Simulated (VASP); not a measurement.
# Au (Fm-3m) in VASP: notebook

Runs on Au. Level: PBEsol. Tasks: single point.

Program: VASP 6.6.1. These are calculated values, not measurements. Logs are shortened: lines on timing, memory, paths and dates and some standing lists are left out, and cuts for length are marked.

## Step 1: The cell of the first run

The structure is cubic, space group Fm-3m (No. 225). The conventional cell has a = 4.000 Å, b = 4.000 Å, c = 4.000 Å, α = 90.00°, β = 90.00°, γ = 90.00°. Within 3.7 Å of Au (site symmetry m-3m) lie 12 Au at 2.83 Å.

## Step 2: Single point, PBEsol (16.00 Å³/atom)

Input file INCAR:

```
  PREC = Accurate
  ENCUT = 520
  EDIFF = 1E-6
  ISMEAR = -1
  SIGMA = 0.08
  LREAL = F
  LASPH = T
  NELM = 60
  ALGO = Normal
  ISIF = 2
  LWAVE = F
  LCHARG = F
  GGA = PS
  NBANDS = 12
```

Input file KPOINTS:

```
regular mesh
0
Gamma
  18 18 18
```

Input file POSCAR:

```
Au
1.0
    0.0000000000      2.0001288437      2.0001288437
    2.0001288437      0.0000000000      2.0001288437
    2.0001288437      2.0001288437      0.0000000000
Au
1
Direct
    0.0000000000      0.0000000000      0.0000000000
```

Potentials or basis: VASP PAW PBE potentials, release 64 (Au).

Started as:

```
> cat potpaw_PBE.64/Au/POTCAR > POTCAR
> mpirun -np 1 vasp_std > vasp.out
```

OUTCAR:

```text
PREC = Accurate
   ENCUT = 520
   EDIFF = 1E-6
   ISMEAR = -1
   LREAL = F
   LASPH = T
   NELM = 60
   ISIF = 2
   GGA = PS

 ion  position               nearest neighbor table
   1  0.000  0.000  0.000-

  LATTYP: Found a face centered cubic cell.
 ALAT       =     4.0002576874

  Lattice vectors:

 A1 = (   0.0000000000,   2.0001288437,   2.0001288437)
 A2 = (   2.0001288437,   0.0000000000,   2.0001288437)
 A3 = (   2.0001288437,   2.0001288437,   0.0000000000)

Analysis of symmetry for initial positions (statically):
=====================================================================
 Subroutine PRICEL returns:
 Original cell was already a primitive cell.

 Routine SETGRP: Setting up the symmetry group for a
 face centered cubic supercell.

 Subroutine GETGRP returns: Found 48 space group operations
 (whereof 48 operations were pure point group operations)
 out of a pool of 48 trial point group operations.

The static configuration has the point symmetry O_h .

Analysis of symmetry for dynamics (positions and initial velocities):
=====================================================================
 Subroutine PRICEL returns:
 Original cell was already a primitive cell.

 Routine SETGRP: Setting up the symmetry group for a
 face centered cubic supercell.

 Subroutine GETGRP returns: Found 48 space group operations
 (whereof 48 operations were pure point group operations)
 out of a pool of 48 trial point group operations.

The dynamic configuration has the point symmetry O_h .

 Subroutine INISYM returns: Found 48 space group operations
 (whereof 48 operations are pure point group operations),
 and found     1 'primitive' translations

----------------------------------------------------------------------------------------

                                     Primitive cell

  volume of cell :      16.0031

  direct lattice vectors                    reciprocal lattice vectors
     0.000000000  2.000128844  2.000128844    -0.249983896  0.249983896  0.249983896
     2.000128844  0.000000000  2.000128844     0.249983896 -0.249983896  0.249983896
     2.000128844  2.000128844  0.000000000     0.249983896  0.249983896 -0.249983896

  length of vectors
     2.828609337  2.828609337  2.828609337     0.432984808  0.432984808  0.432984808

  position of ions in fractional coordinates (direct lattice)
     0.000000000  0.000000000  0.000000000

  ion indices of the primitive-cell ions
   primitive index   ion index
                 1           1

----------------------------------------------------------------------------------------

 KPOINTS: regular mesh

Automatic generation of k-mesh.
 Grid dimensions read from file:
 generate k-points for:   18   18   18

 Generating k-lattice:

  Cartesian coordinates                     Fractional coordinates (reciprocal lattice)
    -0.013887994  0.013887994  0.013887994     0.055555556  0.000000000  0.000000000
     0.013887994 -0.013887994  0.013887994     0.000000000  0.055555556  0.000000000
     0.013887994  0.013887994 -0.013887994     0.000000000  0.000000000  0.055555556

  Length of vectors
     0.024054712  0.024054712  0.024054712

  Shift w.r.t. Gamma in fractional coordinates (k-lattice)
     0.000000000  0.000000000  0.000000000

 Subroutine IBZKPT returns following result:
 ===========================================

 Found    195 irreducible k-points:

 Following reciprocal coordinates:
            Coordinates               Weight
  0.000000  0.000000  0.000000      1.000000
  0.055556  0.000000  0.000000      8.000000
  0.111111  0.000000  0.000000      8.000000
  0.166667  0.000000  0.000000      8.000000
  0.222222  0.000000  0.000000      8.000000
  0.277778  0.000000  0.000000      8.000000
[... 16 lines left out ...]
 -0.277778  0.055556  0.000000     24.000000
 -0.222222  0.055556  0.000000     24.000000
 [... further k-points ...]
   k-points           NKPTS =    195   k-points in BZ     NKDIM =    195   number of bands    NBANDS=     12
   number of dos      NEDOS =    301   number of ions     NIONS =      1
   total plane-waves  NPLWV =  13824
   dimension x,y,z NGX =    24 NGY =   24 NGZ =   24
   dimension x,y,z NGXF=    48 NGYF=   48 NGZF=   48
   ions per type =               1
   NGX,Y,Z   is equivalent  to a cutoff of  14.11, 14.11, 14.11 a.u.
   NGXF,Y,Z  is equivalent  to a cutoff of  28.21, 28.21, 28.21 a.u.
 SYSTEM =  unknown system
   PREC   = accura    normal or accurate (medium, high low for compatibility)
   ISTART =      0    job   : 0-new  1-cont  2-samecut
   ICHARG =      2    charge: 1-file 2-atom 10-const
   ISPIN  =      1    spin polarized calculation?
   LNONCOLLINEAR =      F non collinear calculations
   LSORBIT =      F    spin-orbit coupling
   LASPH  =      T    aspherical Exc in radial PAW
   ENCUT  =  520.0 eV  38.22 Ry    6.18 a.u.   5.26  5.26  5.26*2*pi/ulx,y,z
   NELM   =     60;   NELMIN=  2; NELMDL= -5     # of ELM steps
   EDIFF  = 0.1E-05   stopping-criterion for ELM
   LREAL  =      F    real-space projection
   EDIFFG = 0.1E-04   stopping-criterion for IOM
   NSW    =      0    number of steps for IOM
   IBRION =     -1    ionic relax: 0-MD 1-quasi-New 2-CG
   NFREE  =      0    steps in history (QN), initial steepest desc. (CG)
   ISIF   =      2    stress and relaxation
   ISYM   =      2    0-nonsym 1-usesym 2-fastsym
   POTIM  = 0.5000    time-step for ionic-motion
   TEBEG  =    0.0;   TEEND  =   0.0 temperature during run
   PSTRESS=    0.0 pullay stress
   NELECT =      11.0000    total number of electrons
   NUPDOWN=      -1.0000    fix difference up-down
   EMIN   =  10.00;   EMAX   =-10.00  energy-range for DOS
   EFERMI =   0.00;   METHOD = LEGACY
   ISMEAR =    -1;   SIGMA  =   0.08  broadening in eV -4-tet -1-fermi 0-gaus
   EFERMI_NEDOS =   21; number of points for ismear=-14 and -15
   IALGO  =     38    algorithm
   IMIX   =      4    mixing-type and parameters
     AMIX     =   0.40;   BMIX     =  1.00
     AMIX_MAG =   1.60;   BMIX_MAG =  1.00
  volume/ion in A,a.u.               =      16.00       107.99
  Fermi-wavevector in a.u.,A,eV,Ry     =   1.444789  2.730255 28.401008  2.087415
  Thomas-Fermi vector in A             =   2.563044
   LORBIT       =      0    0 simple, 1 ext, 2 COOP (PROOUT), +10 PAW based schemes
   GGA     = PS    functional components
   LHFCALC =     F    Hartree Fock is set to
   AEXX    =    0.0000 exact exchange contribution
   IVDW    =     0    specifies the selected vdW correction
   LEPSILON=     F    determine dielectric tensor
   LRPA    =     F    only Hartree local field effects (RPA)
 non-spin polarized calculation
  energy-cutoff  :      520.00
  volume of cell :       16.00
 maximum number of plane-waves:       444
 NGX is ok and might be reduce to    24
   NGX = 11   NGY = 11   NGZ = 11

 number of electron      11.0000002 magnetization

 Free energy of the ion-electron system (eV)
  ---------------------------------------------------
  ext. energy  EPLUGINS =         0.00000000
  ---------------------------------------------------
  free energy    TOTEN  =        -3.89014964 eV

  energy without entropy =       -3.88401436  energy(sigma->0) =       -3.88708200

 E-fermi :  10.3808     XC(G=0): -13.2597

 val. band max:       10.3408432177   @ k =   0.5000   0.1667   0.0556
 cond. band min:      10.3999435745   @ k =   0.5000   0.2778   0.1111
 fundamental gap:      0.0591003568
 Fermi energy:        10.3807863380

 k-point     1 :       0.0000    0.0000    0.0000
  band No.  band energies     occupation
      1      -0.2435      2.00000
      2       5.3321      2.00000
      3       5.3321      2.00000
      4       5.3321      2.00000
      5       7.0404      2.00000
      6       7.0404      2.00000
      7      24.7607      0.00000
      8      29.1195      0.00000
      9      29.1195      0.00000
     10      29.1195      0.00000
     11      34.1942      0.00000
     12      39.6050      0.00000

 k-point     2 :       0.0556    0.0000    0.0000
  band No.  band energies     occupation
      1      -0.1291      2.00000
      2       5.2908      2.00000
      3       5.3735      2.00000
      4       5.3735      2.00000
      5       7.0202      2.00000
      6       7.0202      2.00000
      7      24.9104      0.00000
      8      28.4049      0.00000
      9      29.2694      0.00000
     10      29.2694      0.00000
     11      34.8673      0.00000
     12      38.1431      0.00000

 k-point     3 :       0.1111    0.0000    0.0000
  band No.  band energies     occupation
      1       0.2048      2.00000
      2       5.1858      2.00000
      3       5.4819      2.00000
      4       5.4819      2.00000
      5       6.9785      2.00000
      6       6.9785      2.00000
      7      25.2858      0.00000
      8      26.9123      0.00000
      9      29.6986      0.00000
     10      29.6986      0.00000
     11      34.9289      0.00000
     12      37.4624      0.00000
[... 286 lines left out ...]
 k-point    23 :      -0.2778    0.0556    0.0000
  band No.  band energies     occupation
      1       2.1685      2.00000
      2       5.3369      2.00000
      3       5.5994      2.00000
      4       5.6292      2.00000
      5       7.2372      2.00000
      6       7.8304      2.00000
      7      20.1390      0.00000
      8      25.6340      0.00000
      9      28.9247      0.00000
     10      31.6941      0.00000
     11      32.3723      0.00000
     12      34.0260      0.00000

 k-point    24 :      -0.2222    0.0556    0.0000
  band No.  band energies     occupation
      1       1.6519      2.00000
      2       5.0093      2.00000
      3       5.6666      2.00000
      4       5.7122      2.00000
      5       6.9213      2.00000
      6       7.4634      2.00000
      7      22.3300      0.00000
      8      26.0661      0.00000
      9      29.5235      0.00000
     10      31.5764      0.00000
     11      32.4738      0.00000
     12      33.8866      0.00000

 [... further k-points ...]
[... 5 lines left out ...]
  --------------------------------------------------------------------------------------
  -------------------------------------------------------------------------------------
  Total        1.2530996      1.2530996      1.2530996     -0.0000000      0.0000000     -0.0000000
  in kB      125.4562418    125.4562418    125.4562418     -0.0000000      0.0000000     -0.0000000
  external PRESSURE =     125.4562418 kB  Pullay stress =       0.0000000 kB

 VOLUME and BASIS-vectors are now :
 -----------------------------------------------------------------------------
  energy-cutoff  :      520.00
  volume of cell :       16.00
      direct lattice vectors                 reciprocal lattice vectors
     0.000000000  2.000128844  2.000128844    -0.249983896  0.249983896  0.249983896
     2.000128844  0.000000000  2.000128844     0.249983896 -0.249983896  0.249983896
     2.000128844  2.000128844  0.000000000     0.249983896  0.249983896 -0.249983896

 POSITION                                       TOTAL-FORCE (eV/Angst)
 -----------------------------------------------------------------------------------
      0.00000      0.00000      0.00000         0.000000     -0.000000     -0.000000
 -----------------------------------------------------------------------------------
    total drift:                               -0.000000     -0.000000      0.000000

  FREE ENERGIE OF THE ION-ELECTRON SYSTEM (eV)
  ---------------------------------------------------
  free  energy   TOTEN  =        -3.8901496368 eV

  energy  without entropy=       -3.8840143641  energy(sigma->0) =       -3.88708200
```

It took 56 s on 1 thread of AMD EPYC 7R13, shared host; peak memory 0.14 GiB.

Results:

* Free energy: -3.8901 eV
* Pressure: 12.5 GPa
* Band gap on the k mesh: zero (an odd number of electrons rules out a gap without spin polarisation)

Caveat: the cell stands under pressure; the PAW data sets were made with another functional, which shifts forces and pressure a little; spin-orbit coupling is left out, which moves the levels of the heavy elements.

## Step 3: Single point, PBEsol

This run uses another cell than the first one, of 17.02 Å³/atom.

INCAR: that of step 2 with these lines changed.

```diff
@@ -7,3 +7,3 @@
   LASPH = T
-  NELM = 60
+  NELM = 80
   ALGO = Normal
```

KPOINTS is that of step 2.

Input file POSCAR:

```
Au
1.0
    0.0000000000      2.0418101338      2.0418101338
    2.0418101338      0.0000000000      2.0418101338
    2.0418101338      2.0418101338      0.0000000000
Au
1
Direct
    0.0000000000      0.0000000000      0.0000000000
```

Potentials or basis: VASP PAW PBE potentials, release 64 (Au).

Started as:

```
> cat potpaw_PBE.64/Au/POTCAR > POTCAR
> mpirun -np 1 vasp_std > vasp.out
```

Wall time 73 s (1 thread of AMD EPYC 7R13, shared host); peak memory 0.14 GiB.

The run converged. Its results:

* Free energy: -3.9273 eV
* Pressure: -0.3 GPa
* Band gap on the k mesh: zero (an odd number of electrons rules out a gap without spin polarisation)

Levels at points of the mesh, in eV from the Fermi level:
```
           k point  band 4  band 5  band 6  band 7  band 8  band 9
(0.00, 0.00, 0.00)   -4.66   -3.13   -3.13   14.52   18.52   18.52
(0.50, 0.00, 0.00)   -1.93   -1.93   -1.01    3.08   13.96   17.12
(0.50, 0.50, 0.00)   -1.60   -1.60    0.97    5.77    9.98    9.98
```

Caveat: the PAW data sets were made with another functional, which shifts forces and pressure a little; spin-orbit coupling is left out, which moves the levels of the heavy elements.
